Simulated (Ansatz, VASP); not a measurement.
## Ge2Sb2Se: VASP beside Ansatz

```
Ge Sb Se
1.0
     3.99163    0.00000    0.00000
    -1.99582    3.45685    0.00000
     0.00000    0.00000    8.97506
Ge Sb Se
2 2 1
Cartesian
  0.0000 2.3046 2.8091
  1.9958 1.1523 6.1659
  0.0000 2.3046 7.9391
  1.9958 1.1523 1.0359
  0.0000 0.0000 4.4875
```

Change from the starting cell: species swapped into the La2GeI2 type (P-3m1, No. 164).

Alike in both runs: task relaxation of cell and atoms; functional PBE; k mesh 12 × 12 × 4; occupations gaussian, width 0.1 eV; no spin polarisation.

|  | VASP | Ansatz |
| --- | --- | --- |
| version | VASP 6.6.1 | Ansatz 0.2.0 |
| potentials or method | VASP PAW PBE potentials, release 64 (Ge_d, Sb, Se), cutoff 600 eV | scalar-relativistic, plane waves, PAW |
| valence electrons in the cell | 44 | 74 |

|  | VASP | Ansatz | Ansatz less VASP |
| --- | --- | --- | --- |
| gap on the k mesh at the Fermi level, each at its own relaxed structure (eV) | none | none | - |
| relaxed volume (Å³/atom) | 24.82 | 24.82 | +0.005 |
| relaxed cell length with the largest relative difference (Å) | 8.901 | 8.899 | -0.0024 |

A gap of «none» marks a metal or a gap that the smearing closes. VASP's potentials hold 44 valence electrons a cell and Ansatz's 74, so a difference there can come from the potentials and not from the codes.

Neither program's run includes spin-orbit coupling.
